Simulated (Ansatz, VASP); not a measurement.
One calculation of SiC, two programs

POSCAR

```
SiC
1.0
    3.0125764224      0.0000000000      0.0000000000
   -1.5062882112      2.6089677127      0.0000000000
    0.0000000000      0.0000000000      4.9450571854
Si C
2 2
Direct
    0.3333333333      0.6666666667      0.4995917720
    0.6666666667      0.3333333333      0.9995917720
    0.3333333333      0.6666666667      0.8754082280
    0.6666666667      0.3333333333      0.3754082280
```

The input INCAR.step1:

```
ALGO     = Normal         # electronic algorithm
EDIFF    = 1E-4           # SCF threshold, eV
ENCUT    = 520            # plane-wave cutoff, eV
GGA      = PE             # functional
ISMEAR   = 0              # smearing method
LASPH    = T              # aspherical terms in the spheres
LCHARG   = F              # write CHGCAR
LREAL    = F              # projectors in reciprocal space
LWAVE    = T              # write WAVECAR
NBANDS   = 16             # bands
NELM     = 60             # most SCF steps
PREC     = Accurate       # precision mode
SIGMA    = 0.01           # smearing width, eV
```

INCAR.step2

```
ALGO     = Normal         # electronic algorithm
EDIFF    = 1E-7           # SCF threshold, eV
ENCUT    = 520            # plane-wave cutoff, eV
ISIF     = 2              # what is computed and relaxed
ISMEAR   = 0              # smearing method
ISTART   = 1            
LASPH    = T              # aspherical terms in the spheres
LCHARG   = T              # write CHGCAR
LELF     = T              # ELF
LMIXTAU  = T            
LREAL    = F              # projectors in reciprocal space
LVHAR    = T            
LWAVE    = F              # write WAVECAR
METAGGA  = R2SCAN         # meta-GGA
NBANDS   = 16             # bands
NELM     = 60             # most SCF steps
PREC     = Accurate       # precision mode
SIGMA    = 0.01           # smearing width, eV
```

File KPOINTS:

```
k-points
0
Gamma
  9 9 4
```

Input for Ansatz:

```yaml
crystal:
  lattice:
    - [3.0125764224, 0.0, 0.0]
    - [-1.5062882112, 2.6089677127, 0.0]
    - [0.0, 0.0, 4.9450571854]
  atoms:
    - { symbol: Si, position: [0.3333333333, 0.6666666667, 0.499591772] }
    - { symbol: Si, position: [0.6666666667, 0.3333333333, 0.999591772] }
    - { symbol: C, position: [0.3333333333, 0.6666666667, 0.875408228] }
    - { symbol: C, position: [0.6666666667, 0.3333333333, 0.375408228] }
kpoints:
  mp_grid: { grid: [9, 9, 4] }
hamiltonian:
  xc: r2scan
scf:
  occupations: { method: fixed }
  n_extra_bands: 5
output:
  forces: true
  stress: true
  eigenvalues: true
```

Alike in both runs: task single point; functional r2SCAN; k mesh 9 × 9 × 4; no spin polarisation.

```csv
,VASP,Ansatz
version,VASP 6.6.1,Ansatz 0.2.0
potentials or method,"VASP PAW PBE potentials, release 64 (Si, C)","plane waves, PAW"
plane-wave cutoff (eV),520,500
occupations,"gaussian, width 0.01 eV",fixed
valence electrons in the cell,16,16
```

```csv
,VASP,Ansatz,Ansatz less VASP
gap on the k mesh at the Fermi level (eV),2.57,2.56,-0.008
pressure (GPa),15.6,15.9,+0.25
"traceless stress, the component that is largest in VASP (GPa)",-0.30,-0.32,-0.019
rms of the force components (eV/Å),0.006,0.006,+0.0002
```

VASP's potentials were made for PBE, not for r2SCAN. Atom by atom the forces differ by 0.000 eV/Å (rms over components).
